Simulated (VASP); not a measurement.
# B (Im-3m) in VASP: further runs

The runs below take B through single point, with BLYP.

Program: VASP 6.6.1. These are calculated values, not measurements. Logs are shortened: lines on timing, memory, paths and dates and some standing lists are left out, and cuts for length are marked.

### 1 The cell of the first run

The structure is cubic, space group Im-3m (No. 229). The conventional cell has a = 2.345 Å, b = 2.345 Å, c = 2.345 Å, α = 90.00°, β = 90.00°, γ = 90.00°. B (site symmetry m-3m) has 14 B at 2.03 to 2.35 Å within 2.7 Å.

### 2 Single point, BLYP

The input, INCAR:

```
PREC     = Accurate       # precision mode
ENCUT    = 520            # plane-wave cutoff, eV
EDIFF    = 1E-6           # SCF threshold, eV
ISMEAR   = -1             # smearing method
SIGMA    = 0.1            # smearing width, eV
LREAL    = F              # projectors in reciprocal space
LASPH    = T              # aspherical terms in the spheres
NELM     = 60             # most SCF steps
ALGO     = Normal         # electronic algorithm
ISIF     = 2              # what is computed and relaxed
LWAVE    = F              # write WAVECAR
LCHARG   = T              # write CHGCAR
GGA      = B5             # functional
ALDAX    = 1.0          
AGGAX    = 1.0          
AGGAC    = 1.0          
ALDAC    = 0.0          
LELF     = T              # ELF
LVHAR    = T            
NBANDS   = 8              # bands
```

The input, KPOINTS:

```
regular mesh
0
Gamma
  18 18 18
```

The input, POSCAR:

```
B
1.0
   -1.1726555715      1.1726555715      1.1726555715
    1.1726555715     -1.1726555715      1.1726555715
    1.1726555715      1.1726555715     -1.1726555715
B
1
Direct
    0.0000000000      0.0000000000      0.0000000000
```

Potentials or basis: VASP PAW PBE potentials, release 64 (B).

Launch:

```console
cat potpaw_PBE.64/B/POTCAR > POTCAR
mpirun -np 1 vasp_std > vasp.out
```

OUTCAR:

```text
PREC = Accurate
   ENCUT = 520
   EDIFF = 1E-6
   ISMEAR = -1
   LREAL = F
   LASPH = T
   NELM = 60
   ISIF = 2
   GGA = B5

 ion  position               nearest neighbor table
   1  0.000  0.000  0.000-

  LATTYP: Found a body centered cubic cell.
 ALAT       =     2.3453111430

  Lattice vectors:

 A1 = (  -1.1726555715,   1.1726555715,   1.1726555715)
 A2 = (   1.1726555715,  -1.1726555715,   1.1726555715)
 A3 = (   1.1726555715,   1.1726555715,  -1.1726555715)

Analysis of symmetry for initial positions (statically):
=====================================================================
 Subroutine PRICEL returns:
 Original cell was already a primitive cell.

 Routine SETGRP: Setting up the symmetry group for a
 body centered cubic supercell.

 Subroutine GETGRP returns: Found 48 space group operations
 (whereof 48 operations were pure point group operations)
 out of a pool of 48 trial point group operations.

The static configuration has the point symmetry O_h .

Analysis of symmetry for dynamics (positions and initial velocities):
=====================================================================
 Subroutine PRICEL returns:
 Original cell was already a primitive cell.

 Routine SETGRP: Setting up the symmetry group for a
 body centered cubic supercell.

 Subroutine GETGRP returns: Found 48 space group operations
 (whereof 48 operations were pure point group operations)
 out of a pool of 48 trial point group operations.

The dynamic configuration has the point symmetry O_h .

 Subroutine INISYM returns: Found 48 space group operations
 (whereof 48 operations are pure point group operations),
 and found     1 'primitive' translations

----------------------------------------------------------------------------------------

                                     Primitive cell

  volume of cell :       6.4502

  direct lattice vectors                    reciprocal lattice vectors
    -1.172655571  1.172655571  1.172655571     0.000000000  0.426382658  0.426382658
     1.172655571 -1.172655571  1.172655571     0.426382658  0.000000000  0.426382658
     1.172655571  1.172655571 -1.172655571     0.426382658  0.426382658  0.000000000

  length of vectors
     2.031099030  2.031099030  2.031099030     0.602996138  0.602996138  0.602996138

  position of ions in fractional coordinates (direct lattice)
     0.000000000  0.000000000  0.000000000

  ion indices of the primitive-cell ions
   primitive index   ion index
                 1           1

----------------------------------------------------------------------------------------

 KPOINTS: regular mesh

Automatic generation of k-mesh.
 Grid dimensions read from file:
 generate k-points for:   18   18   18

 Generating k-lattice:

  Cartesian coordinates                     Fractional coordinates (reciprocal lattice)
     0.000000000  0.023687925  0.023687925     0.055555556  0.000000000  0.000000000
     0.023687925  0.000000000  0.023687925     0.000000000  0.055555556  0.000000000
     0.023687925  0.023687925  0.000000000     0.000000000  0.000000000  0.055555556

  Length of vectors
     0.033499785  0.033499785  0.033499785

  Shift w.r.t. Gamma in fractional coordinates (k-lattice)
     0.000000000  0.000000000  0.000000000

 Subroutine IBZKPT returns following result:
 ===========================================

 Found    195 irreducible k-points:

 Following reciprocal coordinates:
            Coordinates               Weight
  0.000000  0.000000  0.000000      1.000000
  0.055556  0.000000  0.000000     12.000000
  0.111111  0.000000  0.000000     12.000000
  0.166667  0.000000  0.000000     12.000000
  0.222222  0.000000  0.000000     12.000000
  0.277778  0.000000  0.000000     12.000000
[... 16 lines left out ...]
  0.333333  0.111111  0.000000     48.000000
  0.388889  0.111111  0.000000     48.000000
 [... further k-points ...]
   k-points           NKPTS =    195   k-points in BZ     NKDIM =    195   number of bands    NBANDS=      8
   number of dos      NEDOS =    301   number of ions     NIONS =      1
   total plane-waves  NPLWV =   4096
   dimension x,y,z NGX =    16 NGY =   16 NGZ =   16
   dimension x,y,z NGXF=    32 NGYF=   32 NGZF=   32
   ions per type =               1
   NGX,Y,Z   is equivalent  to a cutoff of  13.10, 13.10, 13.10 a.u.
   NGXF,Y,Z  is equivalent  to a cutoff of  26.19, 26.19, 26.19 a.u.
 SYSTEM =  unknown system
   PREC   = accura    normal or accurate (medium, high low for compatibility)
   ISTART =      0    job   : 0-new  1-cont  2-samecut
   ICHARG =      2    charge: 1-file 2-atom 10-const
   ISPIN  =      1    spin polarized calculation?
   LNONCOLLINEAR =      F non collinear calculations
   LSORBIT =      F    spin-orbit coupling
   LASPH  =      T    aspherical Exc in radial PAW
   ENCUT  =  520.0 eV  38.22 Ry    6.18 a.u.   3.78  3.78  3.78*2*pi/ulx,y,z
   NELM   =     60;   NELMIN=  2; NELMDL= -5     # of ELM steps
   EDIFF  = 0.1E-05   stopping-criterion for ELM
   LREAL  =      F    real-space projection
   EDIFFG = 0.1E-04   stopping-criterion for IOM
   NSW    =      0    number of steps for IOM
   IBRION =     -1    ionic relax: 0-MD 1-quasi-New 2-CG
   NFREE  =      0    steps in history (QN), initial steepest desc. (CG)
   ISIF   =      2    stress and relaxation
   ISYM   =      2    0-nonsym 1-usesym 2-fastsym
   POTIM  = 0.5000    time-step for ionic-motion
   TEBEG  =    0.0;   TEEND  =   0.0 temperature during run
   PSTRESS=    0.0 pullay stress
   NELECT =       3.0000    total number of electrons
   NUPDOWN=      -1.0000    fix difference up-down
   EMIN   =  10.00;   EMAX   =-10.00  energy-range for DOS
   EFERMI =   0.00;   METHOD = LEGACY
   ISMEAR =    -1;   SIGMA  =   0.10  broadening in eV -4-tet -1-fermi 0-gaus
   EFERMI_NEDOS =   21; number of points for ismear=-14 and -15
   IALGO  =     38    algorithm
   IMIX   =      4    mixing-type and parameters
     AMIX     =   0.40;   BMIX     =  1.00
     AMIX_MAG =   1.60;   BMIX_MAG =  1.00
  volume/ion in A,a.u.               =       6.45        43.53
  Fermi-wavevector in a.u.,A,eV,Ry     =   1.268405  2.396939 21.889767  1.608852
  Thomas-Fermi vector in A             =   2.401502
   LORBIT       =      0    0 simple, 1 ext, 2 COOP (PROOUT), +10 PAW based schemes
   GGA     = B5    functional components
   LHFCALC =     F    Hartree Fock is set to
   AEXX    =    0.0000 exact exchange contribution
   IVDW    =     0    specifies the selected vdW correction
   LEPSILON=     F    determine dielectric tensor
   LRPA    =     F    only Hartree local field effects (RPA)
 non-spin polarized calculation
  energy-cutoff  :      520.00
  volume of cell :        6.45
 maximum number of plane-waves:       188
   NGX =  7   NGY =  7   NGZ =  7

 number of electron       3.0000000 magnetization

 Free energy of the ion-electron system (eV)
  ---------------------------------------------------
  ext. energy  EPLUGINS =         0.00000000
  ---------------------------------------------------
  free energy    TOTEN  =        -4.02267698 eV

  energy without entropy =       -4.01371909  energy(sigma->0) =       -4.01819803

 E-fermi :   9.7716     XC(G=0): -12.0223

 val. band max:        9.7647990387   @ k =  -0.4444   0.5000   0.3889
 cond. band min:       9.8094721078   @ k =   0.5000   0.5000   0.4444
 fundamental gap:      0.0446730691
 Fermi energy:         9.7716411911

 k-point     1 :       0.0000    0.0000    0.0000
  band No.  band energies     occupation
      1      -8.0847      2.00000
      2      24.2205      0.00000
      3      24.2205      0.00000
      4      24.2205      0.00000
      5      42.7675      0.00000
      6      42.7675      0.00000
      7      42.7675      0.00000
      8      46.8866      0.00000

 k-point     2 :       0.0556    0.0000    0.0000
  band No.  band energies     occupation
      1      -7.9492      2.00000
      2      23.8023      0.00000
      3      23.9083      0.00000
      4      24.1477      0.00000
      5      41.5961      0.00000
      6      41.6159      0.00000
      7      43.3968      0.00000
      8      45.2266      0.00000

 k-point     3 :       0.1111    0.0000    0.0000
  band No.  band energies     occupation
      1      -7.5430      2.00000
      2      22.5357      0.00000
      3      23.0921      0.00000
      4      23.9351      0.00000
      5      39.0005      0.00000
      6      39.5710      0.00000
      7      44.5476      0.00000
      8      45.1630      0.00000

 k-point     4 :       0.1667    0.0000    0.0000
  band No.  band energies     occupation
      1      -6.8669      2.00000
      2      20.4678      0.00000
      3      22.0174      0.00000
      4      23.6028      0.00000
      5      36.9346      0.00000
      6      37.5719      0.00000
      7      43.9349      0.00000
      8      46.7910      0.00000

 k-point     5 :       0.2222    0.0000    0.0000
  band No.  band energies     occupation
      1      -5.9227      2.00000
      2      17.8090      0.00000
      3      20.8971      0.00000
      4      23.1886      0.00000
      5      35.6651      0.00000
      6      35.8152      0.00000
      7      43.8857      0.00000
      8      48.4856      0.00000
[... 177 lines left out ...]
 k-point    22 :       0.2778    0.1111    0.0000
  band No.  band energies     occupation
      1      -2.8503      2.00000
      2      12.1599      0.00000
      3      17.4404      0.00000
      4      21.0873      0.00000
      5      34.8521      0.00000
      6      35.4435      0.00000
      7      45.1892      0.00000
      8      51.0384      0.00000

 k-point    23 :       0.3333    0.1111    0.0000
  band No.  band energies     occupation
      1      -1.1734      2.00000
      2       9.3219      1.97798
      3      16.8179      0.00000
      4      20.6544      0.00000
      5      34.3834      0.00000
      6      35.6066      0.00000
      7      46.1414      0.00000
      8      49.9248      0.00000

 k-point    24 :       0.3889    0.1111    0.0000
  band No.  band energies     occupation
      1       0.5874      2.00000
      2       6.8352      2.00000
      3      16.4389      0.00000
      4      20.3788      0.00000
      5      34.0822      0.00000
      6      35.7966      0.00000
      7      47.1346      0.00000
      8      48.9394      0.00000

 [... further k-points ...]
[... 5 lines left out ...]
  --------------------------------------------------------------------------------------
  -------------------------------------------------------------------------------------
  Total       -0.0009652     -0.0009652     -0.0009652     -0.0000000     -0.0000000      0.0000000
  in kB       -0.2397573     -0.2397573     -0.2397573     -0.0000000     -0.0000000      0.0000000
  external PRESSURE =      -0.2397573 kB  Pullay stress =       0.0000000 kB

 VOLUME and BASIS-vectors are now :
 -----------------------------------------------------------------------------
  energy-cutoff  :      520.00
  volume of cell :        6.45
      direct lattice vectors                 reciprocal lattice vectors
    -1.172655571  1.172655571  1.172655571     0.000000000  0.426382658  0.426382658
     1.172655571 -1.172655571  1.172655571     0.426382658  0.000000000  0.426382658
     1.172655571  1.172655571 -1.172655571     0.426382658  0.426382658  0.000000000

 POSITION                                       TOTAL-FORCE (eV/Angst)
 -----------------------------------------------------------------------------------
      0.00000      0.00000      0.00000         0.000000      0.000000      0.000000
 -----------------------------------------------------------------------------------
    total drift:                               -0.000000      0.000000      0.000000

  FREE ENERGIE OF THE ION-ELECTRON SYSTEM (eV)
  ---------------------------------------------------
  free  energy   TOTEN  =        -4.0226769817 eV

  energy  without entropy=       -4.0137190877  energy(sigma->0) =       -4.01819803
```

It took 18 s on 1 thread of AMD EPYC 7R43 (Zen 3), shared host; peak memory 0.07 GiB.

What came out:

```
Free energy : -4.0227 eV
Pressure    : 0.0 GPa
```

Caveat: the PAW data sets were made with another functional, which shifts forces and pressure a little.

### 3 Single point, BLYP (volume scaled by 0.88)

The input, INCAR:

```
SYSTEM = B
PREC = Accurate
ENCUT = 520
EDIFF = 1E-7
ISMEAR = -1
SIGMA = 0.1
LREAL = .False.
LASPH = .True.
NELM = 80
ALGO = Normal
ISIF = 2
LWAVE = .False.
LCHARG = .False.
GGA = B5
ALDAX = 1.0
AGGAX = 1.0
AGGAC = 1.0
ALDAC = 0.0
NBANDS = 8
```

The input, KPOINTS:

```
regular mesh
0
Gamma
  21 21 21
  0 0 0
```

The input, POSCAR:

```
B
1.0
   -1.1237370382      1.1237370382      1.1237370382
    1.1237370382     -1.1237370382      1.1237370382
    1.1237370382      1.1237370382     -1.1237370382
B
1
Direct
    0.0000000000      0.0000000000      0.0000000000
```

Potentials or basis: VASP PAW PBE potentials, release 64 (B).

Launch:

```console
cat potpaw_PBE.64/B/POTCAR > POTCAR
mpirun -np 1 vasp_std > vasp.out
```

OUTCAR:

```text
SYSTEM = B
   PREC = Accurate
   ENCUT = 520
   EDIFF = 1E-7
   ISMEAR = -1
   LREAL = .False.
   LASPH = .True.
   NELM = 80
   ISIF = 2
   GGA = B5

 ion  position               nearest neighbor table
   1  0.000  0.000  0.000-

  LATTYP: Found a body centered cubic cell.
 ALAT       =     2.2474740764

  Lattice vectors:

 A1 = (  -1.1237370382,   1.1237370382,   1.1237370382)
 A2 = (   1.1237370382,  -1.1237370382,   1.1237370382)
 A3 = (   1.1237370382,   1.1237370382,  -1.1237370382)

Analysis of symmetry for initial positions (statically):
=====================================================================
 Subroutine PRICEL returns:
 Original cell was already a primitive cell.

 Routine SETGRP: Setting up the symmetry group for a
 body centered cubic supercell.

 Subroutine GETGRP returns: Found 48 space group operations
 (whereof 48 operations were pure point group operations)
 out of a pool of 48 trial point group operations.

The static configuration has the point symmetry O_h .

Analysis of symmetry for dynamics (positions and initial velocities):
[... 153 lines left out ...]

  energy without entropy =       -3.94870972  energy(sigma->0) =       -3.95210675

 E-fermi :  11.3809     XC(G=0): -12.5686

 val. band max:       11.3475899672   @ k =   0.3333   0.0952  -0.0000
 cond. band min:      11.3962789636   @ k =  -0.3810   0.3810   0.0952
 fundamental gap:      0.0486889964
 Fermi energy:        11.3809006549

 k-point     1 :       0.0000    0.0000    0.0000
  band No.  band energies     occupation
      1      -8.0335      2.00000
      2      27.6255      0.00000
      3      27.6255      0.00000
      4      27.6255      0.00000
      5      46.8354      0.00000
      6      46.8354      0.00000
      7      46.8354      0.00000
      8      51.1536      0.00000
[... 243 lines left out ...]
 k-point    24 :       0.1905    0.0952    0.0000
  band No.  band energies     occupation
      1      -5.0687      2.00000
      2      19.6134      0.00000
      3      22.2027      0.00000
      4      25.2594      0.00000
      5      39.1231      0.00000
      6      39.5098      0.00000
      7      48.0705      0.00000
      8      54.5421      0.00000

 [... further k-points ...]
[... 5 lines left out ...]
  --------------------------------------------------------------------------------------
  -------------------------------------------------------------------------------------
  Total        1.0839638      1.0839638      1.0839638     -0.0000000      0.0000000      0.0000000
  in kB      305.9646720    305.9646720    305.9646720     -0.0000000      0.0000000      0.0000000
  external PRESSURE =     305.9646720 kB  Pullay stress =       0.0000000 kB

 VOLUME and BASIS-vectors are now :
 -----------------------------------------------------------------------------
  energy-cutoff  :      520.00
  volume of cell :        5.68
      direct lattice vectors                 reciprocal lattice vectors
    -1.123737038  1.123737038  1.123737038     0.000000000  0.444943953  0.444943953
     1.123737038 -1.123737038  1.123737038     0.444943953  0.000000000  0.444943953
     1.123737038  1.123737038 -1.123737038     0.444943953  0.444943953  0.000000000

 POSITION                                       TOTAL-FORCE (eV/Angst)
 -----------------------------------------------------------------------------------
      0.00000      0.00000      0.00000         0.000000     -0.000000      0.000000
 -----------------------------------------------------------------------------------
    total drift:                               -0.000000      0.000000      0.000000

  FREE ENERGIE OF THE ION-ELECTRON SYSTEM (eV)
  ---------------------------------------------------
  free  energy   TOTEN  =        -3.9555037825 eV

  energy  without entropy=       -3.9487097223  energy(sigma->0) =       -3.95210675
```

OSZICAR:

```text
N       E                     dE             d eps       ncg     rms          rms(c)
DAV:   1    -0.209398109305E+01   -0.20940E+01   -0.15483E+03  5096   0.296E+02
DAV:   2    -0.396494839125E+01   -0.18710E+01   -0.17907E+01  6048   0.348E+01
DAV:   3    -0.396661083453E+01   -0.16624E-02   -0.16624E-02  4968   0.109E+00
DAV:   4    -0.396661087724E+01   -0.42717E-07   -0.41617E-07  6560   0.549E-03
DAV:   5    -0.396661087773E+01   -0.48993E-09   -0.16564E-11  5064   0.210E-05    0.150E+00
DAV:   6    -0.395874855761E+01    0.78623E-02   -0.12618E-03  5328   0.244E-01    0.909E-01
DAV:   7    -0.395547145119E+01    0.32771E-02   -0.26512E-03  5328   0.366E-01    0.350E-02
DAV:   8    -0.395550209685E+01   -0.30646E-04   -0.35856E-05  5368   0.520E-02    0.700E-03
DAV:   9    -0.395550382467E+01   -0.17278E-05   -0.17986E-06  5584   0.109E-02    0.232E-03
DAV:  10    -0.395550378253E+01    0.42135E-07   -0.59527E-08  3912   0.184E-03
   1 F= -.39555038E+01 E0= -.39521068E+01  d E =-.679406E-02
```

stdout:

```text
POSCAR found type information on POSCAR B
 POSCAR found :  1 types and       1 ions
 scaLAPACK will be used
 -----------------------------------------------------------------------------
|                                                                             |
|                                                                             |
|     You enforced a specific xc type in the INCAR file but a different       |
|     I HOPE YOU KNOW WHAT YOU ARE DOING!                                     |
|                                                                             |
 -----------------------------------------------------------------------------

 LDA part: xc-table for (Slater(with rela. corr.)+VWN5), standard interpolation
 POSCAR, INCAR and KPOINTS ok, starting setup
 FFT: planning ... GRIDC
 FFT: planning ... GRID_SOFT
 FFT: planning ... GRID
 WAVECAR not read
 entering main loop
```

It took 20 s on 1 thread of AMD EPYC 7R43 (Zen 3), shared host; peak memory 0.08 GiB.

Results:

```
Free energy : -3.9555 eV
Pressure    : 30.6 GPa
```

Caveat: the PAW data sets were made with another functional, which shifts forces and pressure a little.

### 4 Single point, BLYP (volume scaled by 0.92)

The input, INCAR:

```
PREC = Accurate
ENCUT = 520
EDIFF = 1E-6
ISMEAR = -1
SIGMA = 0.1
LREAL = F
LASPH = T
NELM = 60
ALGO = Normal
ISIF = 2
LWAVE = F
LCHARG = F
GGA = B5
ALDAX = 1.0
AGGAX = 1.0
AGGAC = 1.0
ALDAC = 0.0
NBANDS = 8
```

The input, KPOINTS:

```
Automatic mesh
0
Gamma
  21 21 21
```

The input, POSCAR:

```
B
1.0
   -1.1405117059      1.1405117059      1.1405117059
    1.1405117059     -1.1405117059      1.1405117059
    1.1405117059      1.1405117059     -1.1405117059
B
1
Direct
    0.0000000000      0.0000000000      0.0000000000
```

Launch:

```console
cat potpaw_PBE.64/B/POTCAR > POTCAR
mpirun -np 1 vasp_std > vasp.out
```

It took 26 s on 1 thread of AMD EPYC 7R43 (Zen 3), shared host; peak memory 0.08 GiB.

It converged, with:

```yaml
Free_energy: -3.9944 eV
Pressure: 17.9 GPa
```

Levels at points of the mesh, in eV from the Fermi level:
| k point | band 1 | band 2 | band 3 | band 4 |
| --- | --- | --- | --- | --- |
| (0.00, 0.00, 0.00) | -18.87 | 15.59 | 15.59 | 15.59 |

Caveat: the PAW data sets were made with another functional, which shifts forces and pressure a little.

(Part 1 of 2 ends here.)
